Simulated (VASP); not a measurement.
Crystal: NaMgI3.

```
Na Mg I
1.0
     5.75939    0.00000    0.00000
     0.00000    5.75939    0.00000
     0.00000    0.00000    5.80280
Na Mg I
1 1 3
Direct
  0.00000 0.00000 0.00000
  0.50000 0.50000 0.50000
  0.50000 0.50000 0.00000
  0.50000 0.00000 0.50000
  0.00000 0.50000 0.50000
```

This cell differs from its parent crystal: epitaxial xy strain -0.5%.

Base run:

```yaml
Program: VASP 6.6.1
Functional: r2SCAN
Potentials_or_basis: VASP PAW PBE potentials, release 64 (Na_pv, Mg, I)
Cutoff: 520 eV
k_mesh: 4 × 4 × 4
Occupations: gaussian, width 0.01 eV
Spin: no spin polarisation
```

Its results: band gap on the k mesh 1.78 eV (least direct gap 2.36 eV); pressure 0.1 GPa.

The run is repeated on the same cell with these changes: functional from r2SCAN to PBE; occupations from gaussian, width 0.01 eV to fermi-dirac, width 0.02 eV. What comes out?

Band gap on the k mesh 1.18 eV (least direct gap 1.74 eV); pressure 0.4 GPa.

Caveats: spin-orbit coupling is left out, which moves the levels of the heavy elements; the PAW data sets were made with another functional, which shifts forces and pressure a little (at least some runs).

A k mesh can miss the band edges.
